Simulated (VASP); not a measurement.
# SnTe (F-43m) in VASP: single point with PBEsol

Aim: the single point of SnTe with PBEsol.

Everything below comes from runs of VASP 6.6.1. Logs are shortened: lines on timing, memory, paths and dates and some standing lists are left out, and cuts for length are marked.

### 1 The cell of the first run

Symmetry: F-43m, No. 216, cubic system. Conventional cell: a = 7.222 Å, b = 7.222 Å, c = 7.222 Å, α = 90.00°, β = 90.00°, γ = 90.00°. Within 4.1 Å of Sn (site symmetry -43m) lie 4 Te at 3.13 Å. Te (site symmetry -43m) has 4 Sn at 3.13 Å within 4.1 Å.

### 2 Single point, PBEsol

Contents of INCAR:

```
SYSTEM = SnTe
ALGO = Normal
EDIFF = 1E-6
ENCUT = 500
GGA = PS
GGA_COMPAT = .False.
ISIF = 2
ISMEAR = 0
LASPH = .True.
LCHARG = .False.
LREAL = .False.
LWAVE = .False.
NBANDS = 17
NELM = 120
PREC = Accurate
SIGMA = 0.01
```

Contents of KPOINTS:

```
k-points
0
Gamma
  2 2 2
  0 0 0
```

Contents of POSCAR:

```
SnTe
1.0
    0.0000000000      3.6111460000      3.6111460000
    3.6111460000      0.0000000000      3.6111460000
    3.6111460000      3.6111460000      0.0000000000
Sn Te
1 1
Direct
    0.0000000000      0.0000000000      0.0000000000
    0.7500000000      0.7500000000      0.7500000000
```

Potentials or basis: VASP PAW PBE potentials, release 64 (Sn_d, Te).

Command:

```console
cat potpaw_PBE.64/Sn_d/POTCAR potpaw_PBE.64/Te/POTCAR > POTCAR
mpirun -np 1 vasp_std > vasp.out
```

OUTCAR:

```text
SYSTEM = SnTe
   EDIFF = 1E-6
   ENCUT = 500
   GGA = PS
   ISIF = 2
   ISMEAR = 0
   LASPH = .True.
   LREAL = .False.
   NELM = 120
   PREC = Accurate

 ion  position               nearest neighbor table
   1  0.000  0.000  0.000-   2 3.13   2 3.13   2 3.13   2 3.13
   2  0.750  0.750  0.750-   1 3.13   1 3.13   1 3.13   1 3.13

  LATTYP: Found a face centered cubic cell.
 ALAT       =     7.2222920000

  Lattice vectors:

 A1 = (   0.0000000000,   3.6111460000,   3.6111460000)
 A2 = (   3.6111460000,   0.0000000000,   3.6111460000)
 A3 = (   3.6111460000,   3.6111460000,   0.0000000000)

Analysis of symmetry for initial positions (statically):
=====================================================================
 Subroutine PRICEL returns:
 Original cell was already a primitive cell.

 Routine SETGRP: Setting up the symmetry group for a
 face centered cubic supercell.

 Subroutine GETGRP returns: Found 24 space group operations
 (whereof 24 operations were pure point group operations)
 out of a pool of 48 trial point group operations.

The static configuration has the point symmetry T_d .

Analysis of symmetry for dynamics (positions and initial velocities):
=====================================================================
 Subroutine PRICEL returns:
 Original cell was already a primitive cell.

 Routine SETGRP: Setting up the symmetry group for a
 face centered cubic supercell.

 Subroutine GETGRP returns: Found 24 space group operations
 (whereof 24 operations were pure point group operations)
 out of a pool of 48 trial point group operations.

The dynamic configuration has the point symmetry T_d .

 Subroutine INISYM returns: Found 24 space group operations
 (whereof 24 operations are pure point group operations),
 and found     1 'primitive' translations

----------------------------------------------------------------------------------------

                                     Primitive cell

  volume of cell :      94.1814

  direct lattice vectors                    reciprocal lattice vectors
     0.000000000  3.611146000  3.611146000    -0.138460201  0.138460201  0.138460201
     3.611146000  0.000000000  3.611146000     0.138460201 -0.138460201  0.138460201
     3.611146000  3.611146000  0.000000000     0.138460201  0.138460201 -0.138460201

  length of vectors
     5.106931649  5.106931649  5.106931649     0.239820102  0.239820102  0.239820102

  position of ions in fractional coordinates (direct lattice)
     0.000000000  0.000000000  0.000000000
     0.750000000  0.750000000  0.750000000

  ion indices of the primitive-cell ions
   primitive index   ion index
                 1           1
                 2           2

----------------------------------------------------------------------------------------

 KPOINTS: k-points

Automatic generation of k-mesh.
 Grid dimensions read from file:
 generate k-points for:    2    2    2

 Generating k-lattice:

  Cartesian coordinates                     Fractional coordinates (reciprocal lattice)
    -0.069230100  0.069230100  0.069230100     0.500000000  0.000000000  0.000000000
     0.069230100 -0.069230100  0.069230100     0.000000000  0.500000000  0.000000000
     0.069230100  0.069230100 -0.069230100     0.000000000  0.000000000  0.500000000

  Length of vectors
     0.119910051  0.119910051  0.119910051

  Shift w.r.t. Gamma in fractional coordinates (k-lattice)
     0.000000000  0.000000000  0.000000000

 Subroutine IBZKPT returns following result:
 ===========================================

 Found      3 irreducible k-points:

 Following reciprocal coordinates:
            Coordinates               Weight
  0.000000  0.000000  0.000000      1.000000
  0.500000  0.000000  0.000000      4.000000
  0.500000  0.500000  0.000000      3.000000
   k-points           NKPTS =      3   k-points in BZ     NKDIM =      3   number of bands    NBANDS=     17
   number of dos      NEDOS =    301   number of ions     NIONS =      2
   total plane-waves  NPLWV =  64000
   dimension x,y,z NGX =    40 NGY =   40 NGZ =   40
   dimension x,y,z NGXF=    80 NGYF=   80 NGZF=   80
   ions per type =               1   1
   NGX,Y,Z   is equivalent  to a cutoff of  13.02, 13.02, 13.02 a.u.
   NGXF,Y,Z  is equivalent  to a cutoff of  26.04, 26.04, 26.04 a.u.
 SYSTEM =  SnTe
   PREC   = accura    normal or accurate (medium, high low for compatibility)
   ISTART =      0    job   : 0-new  1-cont  2-samecut
   ICHARG =      2    charge: 1-file 2-atom 10-const
   ISPIN  =      1    spin polarized calculation?
   LNONCOLLINEAR =      F non collinear calculations
   LSORBIT =      F    spin-orbit coupling
   LASPH  =      T    aspherical Exc in radial PAW
   ENCUT  =  500.0 eV  36.75 Ry    6.06 a.u.   9.31  9.31  9.31*2*pi/ulx,y,z
   NELM   =    120;   NELMIN=  2; NELMDL= -5     # of ELM steps
   EDIFF  = 0.1E-05   stopping-criterion for ELM
   LREAL  =      F    real-space projection
   EDIFFG = 0.1E-04   stopping-criterion for IOM
   NSW    =      0    number of steps for IOM
   IBRION =     -1    ionic relax: 0-MD 1-quasi-New 2-CG
   NFREE  =      0    steps in history (QN), initial steepest desc. (CG)
   ISIF   =      2    stress and relaxation
   ISYM   =      2    0-nonsym 1-usesym 2-fastsym
   POTIM  = 0.5000    time-step for ionic-motion
   TEBEG  =    0.0;   TEEND  =   0.0 temperature during run
   PSTRESS=    0.0 pullay stress
   NELECT =      20.0000    total number of electrons
   NUPDOWN=      -1.0000    fix difference up-down
   EMIN   =  10.00;   EMAX   =-10.00  energy-range for DOS
   EFERMI =   0.00;   METHOD = LEGACY
   ISMEAR =     0;   SIGMA  =   0.01  broadening in eV -4-tet -1-fermi 0-gaus
   EFERMI_NEDOS =   21; number of points for ismear=-14 and -15
   IALGO  =     38    algorithm
   IMIX   =      4    mixing-type and parameters
     AMIX     =   0.40;   BMIX     =  1.00
     AMIX_MAG =   1.60;   BMIX_MAG =  1.00
  volume/ion in A,a.u.               =      47.09       317.78
  Fermi-wavevector in a.u.,A,eV,Ry     =   0.976704  1.845704 12.979296  0.953951
  Thomas-Fermi vector in A             =   2.107344
   LORBIT       =      0    0 simple, 1 ext, 2 COOP (PROOUT), +10 PAW based schemes
   GGA     = PS    functional components
   LHFCALC =     F    Hartree Fock is set to
   AEXX    =    0.0000 exact exchange contribution
   IVDW    =     0    specifies the selected vdW correction
   LEPSILON=     F    determine dielectric tensor
   LRPA    =     F    only Hartree local field effects (RPA)
 non-spin polarized calculation
 Gauss-broadening in eV      SIGMA  =   0.01
  energy-cutoff  :      500.00
  volume of cell :       94.18
 maximum number of plane-waves:      2421
 NGX is ok and might be reduce to    40
   NGX = 19   NGY = 19   NGZ = 19

 number of electron      19.9999999 magnetization

 Free energy of the ion-electron system (eV)
  ---------------------------------------------------
  ext. energy  EPLUGINS =         0.00000000
  ---------------------------------------------------
  free energy    TOTEN  =        -7.91393512 eV

  energy without entropy =       -7.91393512  energy(sigma->0) =       -7.91393512

 E-fermi :   2.3908     XC(G=0):  -7.6425

 val. band max:        2.3238313837   @ k =   0.5000   0.5000   0.0000
 cond. band min:       3.0969282500   @ k =   0.5000   0.5000   0.0000
 fundamental gap:      0.7730968664
 Fermi energy:         2.3908259131

 k-point     1 :       0.0000    0.0000    0.0000
  band No.  band energies     occupation
      1     -18.7335      2.00000
      2     -18.7335      2.00000
      3     -18.7335      2.00000
      4     -18.7244      2.00000
      5     -18.7244      2.00000
      6      -8.5186      2.00000
[... 9 lines left out ...]
     16       9.4552      0.00000
     17      10.5532      0.00000

 k-point     2 :       0.5000    0.0000    0.0000
  band No.  band energies     occupation
      1     -18.7348      2.00000
      2     -18.7322      2.00000
      3     -18.7322      2.00000
      4     -18.7242      2.00000
      5     -18.7242      2.00000
      6      -7.9762      2.00000
[... 9 lines left out ...]
     16       9.8728      0.00000
     17       9.8728      0.00000

 k-point     3 :       0.5000    0.5000    0.0000
  band No.  band energies     occupation
      1     -18.7369      2.00000
      2     -18.7307      2.00000
      3     -18.7307      2.00000
      4     -18.7252      2.00000
      5     -18.7236      2.00000
      6      -7.7555      2.00000
[... 9 lines left out ...]
     16      11.1785      0.00000
     17      11.1785      0.00000

------------------------ aborting loop because EDIFF is reached ----------------------------------------

  FORCE on cell =-STRESS in cart. coord.  units (eV):
  Direction    XX          YY          ZZ          XY          YZ          ZX
  --------------------------------------------------------------------------------------
  -------------------------------------------------------------------------------------
  Total       -1.4884317     -1.4884317     -1.4884317      0.0000000      0.0000000     -0.0000000
  in kB      -25.3206213    -25.3206213    -25.3206213      0.0000000      0.0000000     -0.0000000
  external PRESSURE =     -25.3206213 kB  Pullay stress =       0.0000000 kB

 VOLUME and BASIS-vectors are now :
 -----------------------------------------------------------------------------
  energy-cutoff  :      500.00
  volume of cell :       94.18
      direct lattice vectors                 reciprocal lattice vectors
     0.000000000  3.611146000  3.611146000    -0.138460201  0.138460201  0.138460201
     3.611146000  0.000000000  3.611146000     0.138460201 -0.138460201  0.138460201
     3.611146000  3.611146000  0.000000000     0.138460201  0.138460201 -0.138460201

 POSITION                                       TOTAL-FORCE (eV/Angst)
 -----------------------------------------------------------------------------------
      0.00000      0.00000      0.00000         0.000000     -0.000000      0.000000
      5.41672      5.41672      5.41672        -0.000000      0.000000     -0.000000
 -----------------------------------------------------------------------------------
    total drift:                                0.000000      0.000000      0.000000

  FREE ENERGIE OF THE ION-ELECTRON SYSTEM (eV)
  ---------------------------------------------------
  free  energy   TOTEN  =        -7.9139351238 eV

  energy  without entropy=       -7.9139351238  energy(sigma->0) =       -7.91393512
```

Wall time 18 s (1 thread of Intel Xeon 8259CL, shared host); peak memory 0.23 GiB.

Results:

```yaml
Free_energy: -7.9139 eV
Pressure: -2.5 GPa
Band_gap_on_the_k_mesh: 0.77 eV, direct
```

Levels at points of the mesh, in eV from the valence-band top:
| k point | band 6 | band 7 | band 8 | band 9 | band 10 | band 11 | band 12 | band 13 | band 14 | band 15 |
| --- | --- | --- | --- | --- | --- | --- | --- | --- | --- | --- |
| (0.00, 0.00, 0.00) | -10.84 | -4.54 | -1.22 | -1.22 | -1.22 | 1.69 | 1.69 | 1.69 | 4.66 | 7.13 |
| (0.50, 0.00, 0.00) | -10.30 | -6.34 | -1.75 | -1.75 | -1.37 | 2.49 | 2.49 | 4.08 | 6.23 | 6.96 |
| (0.50, 0.50, 0.00) | -10.08 | -6.70 | -2.42 | -2.42 | 0.00 | 0.77 | 4.57 | 4.57 | 5.98 | 7.05 |

Caveat: the k points lie up to 0.75 Å⁻¹ apart; the PAW data sets were made with another functional, which shifts forces and pressure a little; spin-orbit coupling is left out, which moves the levels of the heavy elements.
